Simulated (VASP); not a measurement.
## Sb: single point with BLYP

Sb:

```xyz
2
Lattice="2.1542 1.2437 3.7580 -2.1542 1.2437 3.7580 0.0000 -2.4875 3.7580" Properties=species:S:1:pos:R:3 pbc="T T T"
Sb    0.0000    0.0000    2.6324
Sb    0.0000    0.0000    8.6416
```

```json
{
  "Program": "VASP 6.6.1",
  "Task": "single point",
  "Functional": "BLYP",
  "Potentials or basis": "VASP PAW PBE potentials, release 64 (Sb)",
  "Cutoff": "520 eV",
  "k mesh": "9 × 9 × 9",
  "Occupations": "fermi-dirac, width 0.1 eV",
  "Spin": "no spin polarisation",
  "Dipole correction": "no",
  "Further INCAR settings": "ALGO = Normal; EDIFF = 1e-06; NBANDS = 12"
}
```

- Pressure: 7.2 GPa
- Largest force: 0.239 eV/Å
- Band gap on the k mesh: 0.14 eV, indirect (least direct gap 0.52 eV)

Forces on the atoms (eV/Å):
```
Sb   0.000  0.000  0.239
Sb   0.000  0.000 -0.239
```

Stress tensor (GPa, compression positive):
```
7.37 0.00 0.00
0.00 7.37 0.00
0.00 0.00 6.94
```

Levels at points of the mesh, in eV from the valence-band top:
| k point | band 3 | band 4 | band 5 | band 6 | band 7 | band 8 |
| --- | --- | --- | --- | --- | --- | --- |
| (0.00, 0.00, 0.00) | -2.01 | -1.76 | -1.76 | 2.16 | 2.74 | 2.74 |

It took 2.4 min on 1 thread of Intel Xeon 8259CL, on a shared host, peak memory 0.22 GiB.

Caveat: the PAW data sets were made with another functional, which shifts forces and pressure a little; spin-orbit coupling is left out, which moves the levels of the heavy elements. A k mesh can miss the band edges.
